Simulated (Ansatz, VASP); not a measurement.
# Two plane-wave programs on V3Sn

Contents of INCAR:

```
SYSTEM = V3Sn
PREC = Accurate
ENCUT = 520
EDIFF = 1E-6
ISMEAR = 0
SIGMA = 0.1
LREAL = .False.
LASPH = .True.
NELM = 150
ALGO = Normal
ISIF = 2
LWAVE = .False.
LCHARG = .True.
ISPIN = 2
MAGMOM = 0 0 2 -2 -2 2 -2 2
LORBIT = 11
LMAXMIX = 4
LELF = .True.
LVHAR = .True.
NBANDS = 67
```

The input KPOINTS:

```
regular mesh
0
Gamma
  5 5 5
  0 0 0
```

POSCAR

```
V3Sn
1.0
    4.9310000000      0.0000000000      0.0000000000
    0.0000000000      4.9310000000      0.0000000000
    0.0000000000      0.0000000000      4.9310000000
Sn V
2 6
Direct
    0.0000000000      0.0000000000      0.0000000000
    0.5000000000      0.5000000000      0.5000000000
    0.2500000000      0.0000000000      0.5000000000
    0.5000000000      0.7500000000      0.0000000000
    0.7500000000      0.0000000000      0.5000000000
    0.5000000000      0.2500000000      0.0000000000
    0.0000000000      0.5000000000      0.7500000000
    0.0000000000      0.5000000000      0.2500000000
```

Input for Ansatz:

```yaml
crystal:
  lattice:
    - [4.931, 0.0, 0.0]
    - [0.0, 4.931, 0.0]
    - [0.0, 0.0, 4.931]
  atoms:
    - { symbol: Sn, position: [0.0, 0.0, 0.0] }
    - { symbol: Sn, position: [0.5, 0.5, 0.5] }
    - { symbol: V, position: [0.25, 0.0, 0.5], spin: 2.0 }
    - { symbol: V, position: [0.5, 0.75, 0.0], spin: -2.0 }
    - { symbol: V, position: [0.75, 0.0, 0.5], spin: -2.0 }
    - { symbol: V, position: [0.5, 0.25, 0.0], spin: 2.0 }
    - { symbol: V, position: [0.0, 0.5, 0.75], spin: -2.0 }
    - { symbol: V, position: [0.0, 0.5, 0.25], spin: 2.0 }
magnetization:
  spin_polarized: true
hamiltonian:
  xc: lda
  pseudopotentials: { kind: paw }
basis:
  ecutwfc: 420
kpoints:
  mp_grid: { grid: [5, 5, 5] }
scf:
  occupations: { method: gaussian, width: 0.1 }
  lower_state_search: "off"
output:
  forces: true
  stress: true
```

Alike in both runs: task single point; functional LDA; k mesh 5 × 5 × 5; occupations gaussian, width 0.1 eV; collinear spin.

```csv
,VASP,Ansatz
version,VASP 6.6.1,Ansatz 0.2.0
potentials or method,"VASP PAW LDA potentials, release 64 (Sn_d, V_sv), cutoff 520 eV","PAW, plane waves, scalar-relativistic"
valence electrons in the cell,106,106
```

```tsv
	VASP	Ansatz	Ansatz less VASP
pressure (GPa)	-7.8	-8.3	-0.43
net moment per atom (μB)	0.00	0.00	0.000
```

LDA's correlation is that of Perdew and Zunger in VASP and of Perdew and Wang (1992) in Ansatz. Ansatz's warnings: seeded moment not kept.
